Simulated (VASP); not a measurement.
# BaTiO3 (R3m) in VASP: dielectric tensor with PBEsol

Aim: the dielectric tensor of BaTiO3 with PBEsol.

Everything below comes from runs of VASP 6.6.1. Logs are shortened: lines on timing, memory, paths and dates and some standing lists are left out, and cuts for length are marked.

### 1 The cell of the first run

Symmetry: R3m, No. 160, trigonal system. The conventional cell has a = 5.655 Å, b = 5.655 Å, c = 6.955 Å, α = 90.00°, β = 90.00°, γ = 120.00°. Ba (site symmetry 3m) has 12 O at 2.79 to 2.89 Å and 8 Ti at 3.37 to 3.59 Å within 3.7 Å. Ti (site symmetry 3m) has 6 O at 1.87 to 2.14 Å within 2.5 Å. O (site symmetry m) has 2 Ti at 1.87 to 2.14 Å within 2.5 Å.

### 2 Dielectric tensor, PBEsol

Contents of INCAR:

```
  PREC = Accurate
  ENCUT = 520
  EDIFF = 1E-8
  ISMEAR = 0
  SIGMA = 0.01
  LREAL = F
  LASPH = T
  NELM = 80
  ALGO = Normal
  ISIF = 2
  LWAVE = F
  LCHARG = F
  GGA = PS
  LEPSILON = T
```

Contents of KPOINTS:

```
regular mesh
0
Gamma
  4 4 4
```

Contents of POSCAR:

```
BaTiO3
1.0
    2.8273666100      1.6323808700      2.3183934900
   -2.8273666100      1.6323808700      2.3183934900
    0.0000000000     -3.2647617400      2.3183934900
Ba Ti O
1 1 3
Direct
    0.0000000000      0.0000000000      0.0000000000
    0.4845000003      0.4845000003      0.4845000003
    0.5086000008      0.5086000008      0.0175000010
    0.0175000007      0.5086000000      0.5086000018
    0.5086000000      0.0175000007      0.5086000018
```

Potentials or basis: VASP PAW PBE potentials, release 64 (Ba_sv, Ti_sv, O).

Command:

```console
cat potpaw_PBE.64/Ba_sv/POTCAR potpaw_PBE.64/Ti_sv/POTCAR potpaw_PBE.64/O/POTCAR > POTCAR
mpirun -np 1 vasp_std > vasp.out
```

OUTCAR:

```text
PREC = Accurate
   ENCUT = 520
   EDIFF = 1E-8
   ISMEAR = 0
   LREAL = F
   LASPH = T
   NELM = 80
   ISIF = 2
   GGA = PS
   LEPSILON = T

 ion  position               nearest neighbor table
   1  0.000  0.000  0.000-   3 2.79   4 2.79   5 2.79   4 2.83   5 2.83   3 2.83   3 2.83   5 2.83
                             4 2.83   3 2.89   4 2.89   5 2.89   2 3.37   2 3.43   2 3.43   2 3.43
   2  0.485  0.485  0.485-   3 1.87   4 1.87   5 1.87   3 2.14   4 2.14   5 2.14   1 3.37   1 3.43
                             1 3.43   1 3.43   1 3.50   1 3.50   1 3.50   1 3.59
   3  0.509  0.509  0.018-   2 1.87   2 2.14   1 2.79   1 2.83   1 2.83   1 2.89
   4  0.018  0.509  0.509-   2 1.87   2 2.14   1 2.79   1 2.83   1 2.83   1 2.89
   5  0.509  0.018  0.509-   2 1.87   2 2.14   1 2.79   1 2.83   1 2.83   1 2.89

  LATTYP: Found a trigonal (rhomboedric) cell.
 ALAT       =     4.0041999983
 COS(alpha) =     0.0028448809

  Lattice vectors:

 A1 = (   2.8273666100,   1.6323808700,   2.3183934900)
 A2 = (  -2.8273666100,   1.6323808700,   2.3183934900)
 A3 = (   0.0000000000,  -3.2647617400,   2.3183934900)

Analysis of symmetry for initial positions (statically):
=====================================================================
 Subroutine PRICEL returns:
 Original cell was already a primitive cell.

 Routine SETGRP: Setting up the symmetry group for a
 trigonal (rhombohedral) supercell.

 Subroutine GETGRP returns: Found  6 space group operations
 (whereof  6 operations were pure point group operations)
 out of a pool of 12 trial point group operations.

The static configuration has the point symmetry C_3v.

Analysis of symmetry for dynamics (positions and initial velocities):
=====================================================================
 Subroutine PRICEL returns:
 Original cell was already a primitive cell.

 Routine SETGRP: Setting up the symmetry group for a
 trigonal (rhombohedral) supercell.

 Subroutine GETGRP returns: Found  6 space group operations
 (whereof  6 operations were pure point group operations)
 out of a pool of 12 trial point group operations.

The dynamic configuration has the point symmetry C_3v.

 Subroutine INISYM returns: Found  6 space group operations
 (whereof  6 operations are pure point group operations),
 and found     1 'primitive' translations

----------------------------------------------------------------------------------------

                                     Primitive cell

[... 510 lines left out ...]
    total drift:                                0.000000      0.000012      0.000615

  FREE ENERGIE OF THE ION-ELECTRON SYSTEM (eV)
  ---------------------------------------------------
  free  energy   TOTEN  =       -42.0032368526 eV

  energy  without entropy=      -42.0032368526  energy(sigma->0) =      -42.00323685

 HEAD OF MICROSCOPIC STATIC DIELECTRIC TENSOR (INDEPENDENT PARTICLE, excluding Hartree and local field effects)
 ------------------------------------------------------
           6.413965     0.000000    -0.000000
          -0.000000     6.413965     0.000000
           0.000000     0.000000     6.004289
 ------------------------------------------------------

 Free energy of the ion-electron system (eV)
  ---------------------------------------------------
  ---------------------------------------------------
  free energy    TOTEN  =        -0.94792142 eV

  energy without entropy =       -0.94792142

------------------------ aborting loop because EDIFF is reached ----------------------------------------

--------------------------------------- Ionic step        2  -------------------------------------------

------------------------ aborting loop because EDIFF is reached ----------------------------------------

--------------------------------------- Ionic step        3  -------------------------------------------

 Free energy of the ion-electron system (eV)
  ---------------------------------------------------
  ---------------------------------------------------
  free energy    TOTEN  =        -0.85499089 eV

  energy without entropy =       -0.85499089

------------------------ aborting loop because EDIFF is reached ----------------------------------------

 PIEZOELECTRIC TENSOR FIELD DIRECTION 3  (e Angst)
 -----------------------------------------------------------------------------
    -0.56459  0.00000  0.00000           ( -0.41329  0.00000  0.00000)
    -0.00000 -0.56459  0.00000           (  0.00000 -0.41329  0.00000)
     0.00000  0.00000 -1.37283           (  0.00000  0.00000 -0.19422)

 PIEZOELECTRIC TENSOR FIELD DIRECTION 3  (C/m^2)
 -----------------------------------------------------------------------------
    -0.14090  0.00000  0.00000
    -0.00000 -0.14090  0.00000
     0.00000  0.00000 -0.34260

 MACROSCOPIC STATIC DIELECTRIC TENSOR (including local field effects in DFT)
 ------------------------------------------------------
           6.056132     0.000000     0.000000
           0.000000     6.056132     0.000000
           0.000000     0.000000     5.562945
 ------------------------------------------------------

 PIEZOELECTRIC TENSOR (including local field effects)  for field in x, y, z        (e  Angst)
          XX          YY          ZZ          XY          YZ          ZX
  --------------------------------------------------------------------------------
  x     0.00000     0.00000     0.00000     0.34240     0.00000    -0.06279
  y     0.34240    -0.34240    -0.00000     0.00000    -0.06279     0.00000
  z    -0.56459    -0.56459    -1.37283     0.00000     0.00000     0.00000

 PIEZOELECTRIC TENSOR (including local field effects)  for field in x, y, z        (C/m^2)
          XX          YY          ZZ          XY          YZ          ZX
  --------------------------------------------------------------------------------
  x     0.00000     0.00000     0.00000     0.08545     0.00000    -0.01567
  y     0.08545    -0.08545    -0.00000     0.00000    -0.01567     0.00000
  z    -0.14090    -0.14090    -0.34260     0.00000     0.00000     0.00000

 BORN EFFECTIVE CHARGES (including local field effects) (in |e|, cummulative output)
 ---------------------------------------------------------------------------------
 ion    1
    1     2.80049     0.00000     0.00000
    2     0.00000     2.80049     0.00000
    3     0.00000     0.00000     2.74479
 ion    2
    1     6.48568     0.00000     0.00000
    2     0.00000     6.48568     0.00000
    3     0.00000     0.00000     5.40671
 ion    3
    1    -1.95317     0.00000     0.00000
    2     0.00000    -4.23760     1.43812
    3     0.00000     1.24117    -2.71717
 ion    4
    1    -3.66650    -0.98919    -1.24545
    2    -0.98919    -2.52428    -0.71906
    3    -1.07488    -0.62058    -2.71717
 ion    5
    1    -3.66650     0.98919     1.24545
    2     0.98919    -2.52428    -0.71906
    3     1.07488    -0.62058    -2.71717
```

OSZICAR:

```text
[... 13 lines left out ...]
RMM:  31    -0.854990532360E+00    0.62894E-07   -0.51418E-07   584   0.298E-04    0.159E-05
RMM:  32    -0.854992063918E+00   -0.15316E-05    0.17350E-08   866   0.320E-04    0.502E-05
RMM:  33    -0.854991803682E+00    0.26024E-06   -0.40720E-07   377   0.279E-04    0.416E-05
RMM:  34    -0.854991926837E+00   -0.12316E-06    0.71420E-08   374   0.280E-04    0.432E-05
RMM:  35    -0.854991444587E+00    0.48225E-06   -0.38703E-07   423   0.282E-04    0.287E-05
RMM:  36    -0.854991403739E+00    0.40848E-07    0.70968E-08   300   0.278E-04    0.269E-05
RMM:  37    -0.854991220373E+00    0.18337E-06   -0.30761E-07   291   0.278E-04    0.213E-05
RMM:  38    -0.854991231324E+00   -0.10951E-07    0.28231E-08   283   0.276E-04    0.210E-05
RMM:  39    -0.854990891893E+00    0.33943E-06   -0.24381E-07   363   0.281E-04    0.926E-06
```

Wall time 10 min (1 thread of Intel Xeon Platinum 8259CL at 2.50GHz (Skylake/Cascade Lake), shared host); peak memory 0.28 GiB.

Results:

```
Band gap on the k mesh                  : 2.34 eV, indirect (least direct gap 2.73 eV)
Electronic dielectric tensor (diagonal) : 6.06, 6.06, 5.56
Born charges (mean of the diagonal)     : Ba +2.78; Ti +6.13; O -2.97 e
```

Electronic dielectric tensor:
```
6.06 0.00 0.00
0.00 6.06 0.00
0.00 0.00 5.56
```

Born effective charge tensors (e):
atom 1, Ba
```
2.80 0.00 0.00
0.00 2.80 0.00
0.00 0.00 2.74
```
atom 2, Ti
```
6.49 0.00 0.00
0.00 6.49 0.00
0.00 0.00 5.41
```
atom 3, O
```
-1.95  0.00  0.00
 0.00 -4.24  1.44
 0.00  1.24 -2.72
```
atom 4, O
```
-3.67 -0.99 -1.25
-0.99 -2.52 -0.72
-1.07 -0.62 -2.72
```
atom 5, O
```
-3.67  0.99  1.25
 0.99 -2.52 -0.72
 1.07 -0.62 -2.72
```

Caveat: spin-orbit coupling is left out, which moves the levels of the heavy elements. As with any semilocal functional, this PBEsol gap is likely too small.
